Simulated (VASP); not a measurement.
# CuI (F-43m) in VASP: settings compared

Aim: see how the results for CuI move with the level of theory and the settings. Levels: PBE, LDA, r2SCAN, PBEsol. Tasks: single point, relaxation of cell and atoms.

Program: VASP 6.6.1. These are calculated values, not measurements. Logs are shortened: lines on timing, memory, paths and dates and some standing lists are left out, and cuts for length are marked.

### Step 1. The cell of the first run

Symmetry: F-43m, No. 216, cubic system. Conventional cell: a = 6.024 Å, b = 6.024 Å, c = 6.024 Å, α = 90.00°, β = 90.00°, γ = 90.00°. Cu (site symmetry -43m) has 4 I at 2.61 Å within 3.4 Å. Within 3.4 Å of I (site symmetry -43m) lie 4 Cu at 2.61 Å.

### Step 2. Single point, PBE

INCAR

```
PREC = Accurate ; ENCUT = 520
EDIFF = 1E-7 ; ISMEAR = -1
SIGMA = 0.02 ; LREAL = F
LASPH = T ; NELM = 60
ALGO = Normal ; ISIF = 2
LWAVE = F ; LCHARG = F
GGA = PE ; NBANDS = 16
```

KPOINTS

```
regular mesh
0
Gamma
  8 8 8
```

POSCAR

```
CuI
1.0
    0.0000000000      3.0120289470      3.0120289470
    3.0120289470      0.0000000000      3.0120289470
    3.0120289470      3.0120289470      0.0000000000
Cu I
1 1
Direct
    0.0000000000      0.0000000000      0.0000000000
    0.2500000000      0.2500000000      0.2500000000
```

Potentials or basis: VASP PAW PBE potentials, release 64 (Cu, I).

The run is started by

```
$ cat potpaw_PBE.64/Cu/POTCAR potpaw_PBE.64/I/POTCAR > POTCAR
$ mpirun -np 1 vasp_std > vasp.out
```

OUTCAR:

```text
PREC = Accurate
   ENCUT = 520
   EDIFF = 1E-7
   ISMEAR = -1
   LREAL = F
   LASPH = T
   NELM = 60
   ISIF = 2
   GGA = PE

 ion  position               nearest neighbor table
   1  0.000  0.000  0.000-   2 2.61   2 2.61   2 2.61   2 2.61
   2  0.250  0.250  0.250-   1 2.61   1 2.61   1 2.61   1 2.61

  LATTYP: Found a face centered cubic cell.
 ALAT       =     6.0240578940

  Lattice vectors:

 A1 = (   0.0000000000,   3.0120289470,   3.0120289470)
 A2 = (   3.0120289470,   0.0000000000,   3.0120289470)
 A3 = (   3.0120289470,   3.0120289470,   0.0000000000)

Analysis of symmetry for initial positions (statically):
=====================================================================
 Subroutine PRICEL returns:
 Original cell was already a primitive cell.

 Routine SETGRP: Setting up the symmetry group for a
 face centered cubic supercell.

 Subroutine GETGRP returns: Found 24 space group operations
 (whereof 24 operations were pure point group operations)
 out of a pool of 48 trial point group operations.

The static configuration has the point symmetry T_d .

Analysis of symmetry for dynamics (positions and initial velocities):
=====================================================================
 Subroutine PRICEL returns:
 Original cell was already a primitive cell.

 Routine SETGRP: Setting up the symmetry group for a
 face centered cubic supercell.

 Subroutine GETGRP returns: Found 24 space group operations
 (whereof 24 operations were pure point group operations)
 out of a pool of 48 trial point group operations.

The dynamic configuration has the point symmetry T_d .

 Subroutine INISYM returns: Found 24 space group operations
 (whereof 24 operations are pure point group operations),
 and found     1 'primitive' translations

----------------------------------------------------------------------------------------

                                     Primitive cell

  volume of cell :      54.6522

  direct lattice vectors                    reciprocal lattice vectors
     0.000000000  3.012028947  3.012028947    -0.166001061  0.166001061  0.166001061
     3.012028947  0.000000000  3.012028947     0.166001061 -0.166001061  0.166001061
     3.012028947  3.012028947  0.000000000     0.166001061  0.166001061 -0.166001061

  length of vectors
     4.259652187  4.259652187  4.259652187     0.287522271  0.287522271  0.287522271

  position of ions in fractional coordinates (direct lattice)
     0.000000000  0.000000000  0.000000000
     0.250000000  0.250000000  0.250000000

  ion indices of the primitive-cell ions
   primitive index   ion index
                 1           1
                 2           2

----------------------------------------------------------------------------------------

 KPOINTS: regular mesh

Automatic generation of k-mesh.
 Grid dimensions read from file:
 generate k-points for:    8    8    8

 Generating k-lattice:

  Cartesian coordinates                     Fractional coordinates (reciprocal lattice)
    -0.020750133  0.020750133  0.020750133     0.125000000  0.000000000  0.000000000
     0.020750133 -0.020750133  0.020750133     0.000000000  0.125000000  0.000000000
     0.020750133  0.020750133 -0.020750133     0.000000000  0.000000000  0.125000000

  Length of vectors
     0.035940284  0.035940284  0.035940284

  Shift w.r.t. Gamma in fractional coordinates (k-lattice)
     0.000000000  0.000000000  0.000000000

 Subroutine IBZKPT returns following result:
 ===========================================

 Found     29 irreducible k-points:

 Following reciprocal coordinates:
            Coordinates               Weight
  0.000000  0.000000  0.000000      1.000000
  0.125000  0.000000  0.000000      8.000000
  0.250000  0.000000  0.000000      8.000000
  0.375000  0.000000  0.000000      8.000000
  0.500000  0.000000  0.000000      4.000000
  0.125000  0.125000  0.000000      6.000000
[... 16 lines left out ...]
  0.500000  0.250000  0.125000     48.000000
 -0.375000  0.250000  0.125000     24.000000
 [... further k-points ...]
   k-points           NKPTS =     29   k-points in BZ     NKDIM =     29   number of bands    NBANDS=     16
   number of dos      NEDOS =    301   number of ions     NIONS =      2
   total plane-waves  NPLWV =  32768
   dimension x,y,z NGX =    32 NGY =   32 NGZ =   32
   dimension x,y,z NGXF=    64 NGYF=   64 NGZF=   64
   ions per type =               1   1
   NGX,Y,Z   is equivalent  to a cutoff of  12.49, 12.49, 12.49 a.u.
   NGXF,Y,Z  is equivalent  to a cutoff of  24.98, 24.98, 24.98 a.u.
 SYSTEM =  unknown system
   PREC   = accura    normal or accurate (medium, high low for compatibility)
   ISTART =      0    job   : 0-new  1-cont  2-samecut
   ICHARG =      2    charge: 1-file 2-atom 10-const
   ISPIN  =      1    spin polarized calculation?
   LNONCOLLINEAR =      F non collinear calculations
   LSORBIT =      F    spin-orbit coupling
   LASPH  =      T    aspherical Exc in radial PAW
   ENCUT  =  520.0 eV  38.22 Ry    6.18 a.u.   7.92  7.92  7.92*2*pi/ulx,y,z
   NELM   =     60;   NELMIN=  2; NELMDL= -5     # of ELM steps
   EDIFF  = 0.1E-06   stopping-criterion for ELM
   LREAL  =      F    real-space projection
   EDIFFG = 0.1E-05   stopping-criterion for IOM
   NSW    =      0    number of steps for IOM
   IBRION =     -1    ionic relax: 0-MD 1-quasi-New 2-CG
   NFREE  =      0    steps in history (QN), initial steepest desc. (CG)
   ISIF   =      2    stress and relaxation
   ISYM   =      2    0-nonsym 1-usesym 2-fastsym
   POTIM  = 0.5000    time-step for ionic-motion
   TEBEG  =    0.0;   TEEND  =   0.0 temperature during run
   PSTRESS=    0.0 pullay stress
   NELECT =      18.0000    total number of electrons
   NUPDOWN=      -1.0000    fix difference up-down
   EMIN   =  10.00;   EMAX   =-10.00  energy-range for DOS
   EFERMI =   0.00;   METHOD = LEGACY
   ISMEAR =    -1;   SIGMA  =   0.02  broadening in eV -4-tet -1-fermi 0-gaus
   EFERMI_NEDOS =   21; number of points for ismear=-14 and -15
   IALGO  =     38    algorithm
   IMIX   =      4    mixing-type and parameters
     AMIX     =   0.40;   BMIX     =  1.00
     AMIX_MAG =   1.60;   BMIX_MAG =  1.00
  volume/ion in A,a.u.               =      27.33       184.41
  Fermi-wavevector in a.u.,A,eV,Ry     =   1.130568  2.136463 17.390736  1.278183
  Thomas-Fermi vector in A             =   2.267264
   LORBIT       =      0    0 simple, 1 ext, 2 COOP (PROOUT), +10 PAW based schemes
   GGA     = PE    functional components
   LHFCALC =     F    Hartree Fock is set to
   AEXX    =    0.0000 exact exchange contribution
   IVDW    =     0    specifies the selected vdW correction
   LEPSILON=     F    determine dielectric tensor
   LRPA    =     F    only Hartree local field effects (RPA)
 non-spin polarized calculation
  energy-cutoff  :      520.00
  volume of cell :       54.65
 maximum number of plane-waves:      1480
   NGX = 15   NGY = 15   NGZ = 15

 number of electron      18.0000016 magnetization

 Free energy of the ion-electron system (eV)
  ---------------------------------------------------
  ext. energy  EPLUGINS =         0.00000000
  ---------------------------------------------------
  free energy    TOTEN  =        -5.55676043 eV

  energy without entropy =       -5.55676043  energy(sigma->0) =       -5.55676043

 E-fermi :   5.0559     XC(G=0):  -9.0269

 val. band max:        4.6407759183   @ k =   0.0000   0.0000   0.0000
 cond. band min:       5.8363674127   @ k =   0.0000   0.0000   0.0000
 fundamental gap:      1.1955914944
 Fermi energy:         5.0558677937

 k-point     1 :       0.0000    0.0000    0.0000
  band No.  band energies     occupation
      1      -9.4714      2.00000
      2       0.9147      2.00000
      3       0.9147      2.00000
      4       0.9147      2.00000
      5       2.7093      2.00000
      6       2.7093      2.00000
[... 8 lines left out ...]
     15      14.2532      0.00000
     16      14.2532      0.00000

 k-point     2 :       0.1250    0.0000    0.0000
  band No.  band energies     occupation
      1      -9.3956      2.00000
      2       0.6184      2.00000
      3       0.9212      2.00000
      4       0.9212      2.00000
      5       2.7029      2.00000
      6       2.7029      2.00000
[... 8 lines left out ...]
     15      13.5787      0.00000
     16      13.6067      0.00000

 k-point     3 :       0.2500    0.0000    0.0000
  band No.  band energies     occupation
      1      -9.2011      2.00000
      2      -0.0901      2.00000
      3       0.9336      2.00000
      4       0.9336      2.00000
      5       2.6997      2.00000
      6       2.6997      2.00000
[... 8 lines left out ...]
     15      13.3764      0.00000
     16      13.5696      0.00000

 k-point     4 :       0.3750    0.0000    0.0000
  band No.  band energies     occupation
      1      -8.9869      2.00000
      2      -0.7790      2.00000
      3       0.9408      2.00000
      4       0.9408      2.00000
      5       2.7199      2.00000
      6       2.7199      2.00000
[... 8 lines left out ...]
     15      14.3102      0.00000
     16      14.3102      0.00000

 k-point     5 :       0.5000    0.0000    0.0000
  band No.  band energies     occupation
      1      -8.8912      2.00000
      2      -1.0593      2.00000
      3       0.9421      2.00000
      4       0.9421      2.00000
      5       2.7380      2.00000
      6       2.7380      2.00000
[... 8 lines left out ...]
     15      15.5672      0.00000
     16      15.5672      0.00000

 k-point     6 :       0.1250    0.1250    0.0000
  band No.  band energies     occupation
      1      -9.3703      2.00000
      2       0.5814      2.00000
      3       0.8991      2.00000
      4       0.8991      2.00000
      5       2.6765      2.00000
      6       2.7224      2.00000
[... 8 lines left out ...]
     15      14.0362      0.00000
     16      14.4084      0.00000
[... 267 lines left out ...]
 k-point    21 :       0.5000    0.5000    0.0000
  band No.  band energies     occupation
      1      -8.6940      2.00000
      2      -1.0415      2.00000
      3       0.8159      2.00000
      4       0.8159      2.00000
      5       2.6810      2.00000
      6       2.7705      2.00000
[... 8 lines left out ...]
     15      15.9611      0.00000
     16      16.7360      0.00000

 k-point    22 :       0.3750    0.2500    0.1250
  band No.  band energies     occupation
      1      -9.0499      2.00000
      2      -0.2932      2.00000
      3       0.6992      2.00000
      4       0.9202      2.00000
      5       2.6372      2.00000
      6       2.7474      2.00000
[... 8 lines left out ...]
     15      14.9649      0.00000
     16      16.0211      0.00000

 k-point    23 :       0.5000    0.2500    0.1250
  band No.  band energies     occupation
      1      -8.8719      2.00000
      2      -0.6417      2.00000
      3       0.4709      2.00000
      4       0.9074      2.00000
      5       2.6611      2.00000
      6       2.7249      2.00000
[... 8 lines left out ...]
     15      15.3402      0.00000
     16      16.1671      0.00000

 k-point    24 :      -0.3750    0.2500    0.1250
  band No.  band energies     occupation
      1      -8.7936      2.00000
      2      -0.7910      2.00000
      3       0.3714      2.00000
      4       0.8948      2.00000
      5       2.6428      2.00000
      6       2.7207      2.00000
[... 8 lines left out ...]
     15      15.4323      0.00000
     16      16.0106      0.00000

 [... further k-points ...]
[... 5 lines left out ...]
  --------------------------------------------------------------------------------------
  -------------------------------------------------------------------------------------
  Total        0.3980444      0.3980444      0.3980444      0.0000000     -0.0000000      0.0000000
  in kB       11.6690272     11.6690272     11.6690272      0.0000000     -0.0000000      0.0000000
  external PRESSURE =      11.6690272 kB  Pullay stress =       0.0000000 kB

 VOLUME and BASIS-vectors are now :
 -----------------------------------------------------------------------------
  energy-cutoff  :      520.00
  volume of cell :       54.65
      direct lattice vectors                 reciprocal lattice vectors
     0.000000000  3.012028947  3.012028947    -0.166001061  0.166001061  0.166001061
     3.012028947  0.000000000  3.012028947     0.166001061 -0.166001061  0.166001061
     3.012028947  3.012028947  0.000000000     0.166001061  0.166001061 -0.166001061

 POSITION                                       TOTAL-FORCE (eV/Angst)
 -----------------------------------------------------------------------------------
      0.00000      0.00000      0.00000         0.000000      0.000000      0.000000
      1.50601      1.50601      1.50601        -0.000000     -0.000000     -0.000000
 -----------------------------------------------------------------------------------
    total drift:                               -0.000001     -0.000001     -0.000001

  FREE ENERGIE OF THE ION-ELECTRON SYSTEM (eV)
  ---------------------------------------------------
  free  energy   TOTEN  =        -5.5567604264 eV

  energy  without entropy=       -5.5567604264  energy(sigma->0) =       -5.55676043
```

It took 20 s on 1 thread of Intel Xeon 6975P-C, shared host; peak memory 0.18 GiB.

What came out:

| Property | Result |
| --- | --- |
| Free energy | -5.5568 eV |
| Pressure | 1.2 GPa |
| Band gap on the k mesh | 1.20 eV, direct |

Levels at points of the mesh, in eV from the valence-band top:
```csv
k point,band 6,band 7,band 8,band 9,band 10,band 11,band 12,band 13
"(0.00, 0.00, 0.00)",-1.93,0.00,0.00,0.00,1.20,4.85,4.85,4.85
"(0.50, 0.00, 0.00)",-1.90,-1.86,-0.74,-0.74,2.17,5.39,5.39,7.44
"(0.50, 0.50, 0.00)",-1.87,-1.84,-1.56,-1.56,2.68,2.90,9.32,9.86
```

Caveat: spin-orbit coupling is left out, which moves the levels of the heavy elements.

### Step 3. Single point, LDA

INCAR

```
SYSTEM = CuI
  PREC = Accurate
  ENCUT = 520
  EDIFF = 1E-7
  ISMEAR = 0
  SIGMA = 0.01
  LREAL = .FALSE.
  LASPH = .TRUE.
  NELM = 60
  ALGO = Normal
  ISIF = 2
  LWAVE = .FALSE.
  LCHARG = .TRUE.
  GGA = CA
  LELF = .TRUE.
  LVHAR = .TRUE.
  NBANDS = 16
```

KPOINTS

```
regular mesh
0
G
  8 8 8
  0 0 0
```

POSCAR is that of step 2.

Potentials or basis: VASP PAW LDA potentials, release 64 (Cu, I).

The run is started by

```
$ cat potpaw_LDA.64/Cu/POTCAR potpaw_LDA.64/I/POTCAR > POTCAR
$ mpirun -np 1 vasp_std > vasp.out
```

Run time: 18 s. Hardware: 1 thread of Intel Xeon 6975P-C, shared host; peak memory 0.16 GiB.

It converged, with:

| Quantity | Value |
| --- | --- |
| Free energy | -6.9450 eV |
| Pressure | -3.6 GPa |
| Band gap on the k mesh | 1.05 eV, direct |

Levels at points of the mesh, in eV from the valence-band top:
| k point | band 7 | band 8 | band 9 | band 10 | band 11 | band 12 |
| --- | --- | --- | --- | --- | --- | --- |
| (0.00, 0.00, 0.00) | 0.00 | 0.00 | 0.00 | 1.05 | 4.85 | 4.85 |
| (0.50, 0.00, 0.00) | -1.93 | -0.75 | -0.75 | 2.09 | 5.39 | 5.39 |
| (0.50, 0.50, 0.00) | -1.91 | -1.61 | -1.61 | 2.58 | 2.84 | 9.17 |

Caveat: spin-orbit coupling is left out, which moves the levels of the heavy elements.

### Step 4. Single point, r2SCAN

POSCAR is that of step 3.

INCAR.step1

```
SYSTEM = CuI
  PREC = Accurate
  ENCUT = 520
  ISMEAR = 0
  SIGMA = 0.01
  LREAL = .False.
  LASPH = .True.
  NELM = 60
  NBANDS = 16
  GGA = PE
  ALGO = Normal
  EDIFF = 1E-4
  LWAVE = .True.
  LCHARG = .False.
```

INCAR.step2

```
SYSTEM = CuI
  PREC = Accurate
  ENCUT = 520
  EDIFF = 1E-7
  ISMEAR = 0
  SIGMA = 0.01
  LREAL = .False.
  LASPH = .True.
  NELM = 60
  ALGO = Normal
  ISIF = 2
  LWAVE = .False.
  LCHARG = .True.
  METAGGA = R2SCAN
  LMIXTAU = .True.
  LELF = .True.
  LVHAR = .True.
  NBANDS = 16
  ISTART = 1
```

KPOINTS

```
Automatic mesh
0
Gamma
  8 8 8
  0 0 0
```

Potentials or basis: VASP PAW PBE potentials, release 64 (Cu, I).

The run is started by

```
$ cat potpaw_PBE.64/Cu/POTCAR potpaw_PBE.64/I/POTCAR > POTCAR
$ cp INCAR.step1 INCAR
$ mpirun -np 1 vasp_std > vasp.out
$ cp INCAR.step2 INCAR
$ mpirun -np 1 vasp_std > vasp.out
```

Run time: 73 s. Hardware: 1 thread of Intel Xeon 6975P-C, shared host; peak memory 0.2 GiB.

The run converged. Its results:

```yaml
Free_energy: -35.7955 eV
Pressure: -0.1 GPa
Band_gap_on_the_k_mesh: 1.67 eV, direct
```

Levels at points of the mesh, in eV from the valence-band top:
| k point | band 7 | band 8 | band 9 | band 10 | band 11 | band 12 |
| --- | --- | --- | --- | --- | --- | --- |
| (0.00, 0.00, 0.00) | 0.00 | 0.00 | 0.00 | 1.67 | 5.22 | 5.22 |
| (0.50, 0.00, 0.00) | -1.85 | -0.74 | -0.74 | 2.57 | 5.73 | 5.73 |
| (0.50, 0.50, 0.00) | -1.82 | -1.57 | -1.57 | 2.90 | 3.17 | 9.94 |

Caveat: the PAW data sets were made with another functional, which shifts forces and pressure a little; spin-orbit coupling is left out, which moves the levels of the heavy elements. r2SCAN opens gaps a little over a GGA but as a rule still falls short of measured ones.

### Step 5. Relaxation of cell and atoms, PBEsol

This run uses another cell than the first one, of 28.11 Å³/atom, 1.029 times its volume.

INCAR

```
SYSTEM = CuI
  PREC = Accurate
  ENCUT = 600
  EDIFF = 1E-7
  ISMEAR = -1
  SIGMA = 0.02
  LREAL = .FALSE.
  LASPH = .TRUE.
  NELM = 100
  ALGO = Normal
  ISIF = 3
  LWAVE = .FALSE.
  LCHARG = .FALSE.
  GGA = PS
  IBRION = 2
  NSW = 80
  EDIFFG = -0.005
```

KPOINTS

```
regular mesh
0
G
  6 6 6
  0 0 0
```

POSCAR

```
CuI
1.0
    0.0000000000      3.0404536445      3.0404536445
    3.0404536445      0.0000000000      3.0404536445
    3.0404536445      3.0404536445      0.0000000000
Cu I
1 1
Direct
    0.0000000000      0.0000000000      0.0000000000
    0.2500000000      0.2500000000      0.2500000000
```

The run is started by

```
$ cat potpaw_PBE.64/Cu/POTCAR potpaw_PBE.64/I/POTCAR > POTCAR
$ mpirun -np 1 vasp_std > vasp.out
```

Wall time 51 s (1 thread of Intel Xeon 6975P-C, shared host); peak memory 0.21 GiB.

It converged, with:

```yaml
Free_energy: -6.3182 eV
Relaxed_volume: 26.26 Å³/atom
Relaxed_cell: a = 4.203 Å, b = 4.203 Å, c = 4.203 Å, α = 60.00°, β = 60.00°, γ = 60.00°
Space_group_after_relaxing_to_0.05_Å: F-43m (No. 216)
Energy_gained_by_relaxing: 17.1 meV/atom
Ionic_steps: 4
Pressure_after_relaxing: 0.0 GPa
Band_gap_on_the_k_mesh: 1.19 eV, direct
```

Step by step:
```tsv
step	energy change (eV)	largest force (eV/Å)	pressure (GPa)	volume (Å³)
1	0.0000	0.0000	-2.80	56.21
2	-0.0341	0.0000	0.29	52.31
3	-0.0343	0.0000	-0.04	52.59
4	-0.0343	0.0000	0.02	52.52
```

Final structure:
```
Cu I
1.0
     0.00000    2.97228    2.97228
     2.97228    0.00000    2.97228
     2.97228    2.97228    0.00000
Cu I
1 1
Direct
  0.00000 0.00000 0.00000
  0.25000 0.25000 0.25000
```

Levels at points of the mesh, in eV from the valence-band top:
```csv
k point,band 7,band 8,band 9,band 10,band 11,band 12
"(0.00, 0.00, 0.00)",0.00,0.00,0.00,1.19,4.76,4.76
"(0.50, 0.00, 0.00)",-2.05,-0.81,-0.81,2.13,5.31,5.31
"(0.50, 0.50, 0.00)",-2.04,-1.73,-1.73,2.48,2.81,9.50
```

Caveat: the PAW data sets were made with another functional, which shifts forces and pressure a little; spin-orbit coupling is left out, which moves the levels of the heavy elements.

### Step 6. Summary

```csv
task,level,potentials or basis,cell,k mesh,cutoff (eV),smearing,gap on the mesh (eV),pressure (GPa)
single point,PBE,"VASP PAW PBE potentials, release 64 (Cu, I)","a = 4.260 Å, angles 60.0°, 2 atoms",8 × 8 × 8,520,fermi-dirac 0.02 eV,1.20,1.2
single point,LDA,"VASP PAW LDA potentials, release 64 (Cu, I)","a = 4.260 Å, angles 60.0°, 2 atoms",8 × 8 × 8,520,gaussian 0.01 eV,1.05,-3.6
single point,r2SCAN,"VASP PAW PBE potentials, release 64 (Cu, I)","a = 4.260 Å, angles 60.0°, 2 atoms",8 × 8 × 8,520,gaussian 0.01 eV,1.67,-0.1
relaxation of cell and atoms,PBEsol,"VASP PAW PBE potentials, release 64 (Cu, I)","relaxed from a = 4.300 Å, angles 60.0°, 2 atoms",6 × 6 × 6,600,fermi-dirac 0.02 eV,1.19,0.0
```

Alike in all rows: no spin polarisation.

Caveats: spin-orbit coupling is left out, which moves the levels of the heavy elements; the PAW data sets were made with another functional, which shifts forces and pressure a little (some runs).

Absolute energies hang on the potentials; compare differences alone.
